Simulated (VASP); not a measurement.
Set up this calculation in VASP 6.6.1, as the native input.

```
Task                   : single point
Functional             : LDA
Potentials or basis    : VASP PAW LDA potentials, release 64 (Ir)
Cutoff                 : 520 eV
k mesh                 : 18 × 18 × 16
Occupations            : fermi-dirac, width 0.08 eV
Spin                   : no spin polarisation
Dipole correction      : no
Further INCAR settings : ALGO = Normal; EDIFF = 1e-07; NBANDS = 10
```

The structure of Ir lies in POSCAR:

```
Ir
1.0
    2.5020658040      0.0000000000      0.0000000000
   -1.2510329020      2.1668525482      0.0000000000
    0.0000000000      0.0000000000      2.4156411566
Ir
1
Direct
    0.0000000000      0.0000000000      0.0000000000
```

This isn't the form of Ir at room conditions, which is fcc.

These files were run (other wordings do the same):

INCAR

```
PREC     = Accurate       # precision mode
ENCUT    = 520            # plane-wave cutoff, eV
EDIFF    = 1E-7           # SCF threshold, eV
ISMEAR   = -1             # smearing method
SIGMA    = 0.08           # smearing width, eV
LREAL    = False          # projectors in reciprocal space
LASPH    = True           # aspherical terms in the spheres
NELM     = 60             # most SCF steps
ALGO     = Normal         # electronic algorithm
ISIF     = 2              # what is computed and relaxed
LWAVE    = False          # write WAVECAR
LCHARG   = True           # write CHGCAR
LELF     = True           # ELF
LVHAR    = True         
NBANDS   = 10             # bands
```

KPOINTS

```
regular mesh
0
Gamma
  18 18 16
```

Potentials or basis: VASP PAW LDA potentials, release 64 (Ir).

Command:

```bash
$ cat potpaw_LDA.64/Ir/POTCAR > POTCAR
$ mpirun -np 1 vasp_std > vasp.out
```

Results of the run:

```yaml
Pressure: 71.4 GPa
Band_gap_on_the_k_mesh: zero (an odd number of electrons rules out a gap without spin polarisation)
```

Caveat: the cell stands under pressure; spin-orbit coupling is left out, which moves the levels of the heavy elements.

It took 54 s on 1 thread of Intel Xeon 8259CL (shared host), peak memory 0.16 GiB.
